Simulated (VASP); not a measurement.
A run of VASP 6.6.1 is set up as follows.

File INCAR:

```
SYSTEM = Si2Ni
  PREC = Accurate
  ENCUT = 520
  EDIFF = 1E-6
  ISMEAR = 0
  SIGMA = 0.1
  LREAL = .FALSE.
  LASPH = .TRUE.
  NELM = 60
  ALGO = Normal
  ISIF = 2
  LWAVE = .FALSE.
  LCHARG = .FALSE.
  GGA = PS
  NBANDS = 16
```

Contents of KPOINTS:

```
Automatic mesh
0
G
  14 14 14
  0 0 0
```

The input POSCAR:

```
Si2Ni
1.0
    0.0000000000      2.6956946170      2.6956946170
    2.6956946170      0.0000000000      2.6956946170
    2.6956946170      2.6956946170      0.0000000000
Si Ni
2 1
Direct
    0.2500000000      0.2500000000      0.2500000000
    0.7500000000      0.7500000000      0.7500000000
    0.0000000000      0.0000000000      0.0000000000
```

Potentials or basis: VASP PAW PBE potentials, release 64 (Si, Ni).

Run with:

```sh
$ cat potpaw_PBE.64/Si/POTCAR potpaw_PBE.64/Ni/POTCAR > POTCAR
$ mpirun -np 1 vasp_std > vasp.out
```

Predict the pressure.

0.1 GPa.

What does it give for the band gap on the k mesh?

Zero (band 9 reaches 12.21 eV, above the bottom of band 10 at 10.08 eV).

Caveat: the PAW data sets were made with another functional, which shifts forces and pressure a little. Spin polarisation is off, so any magnetic state and its effect on volume and gap are missing.
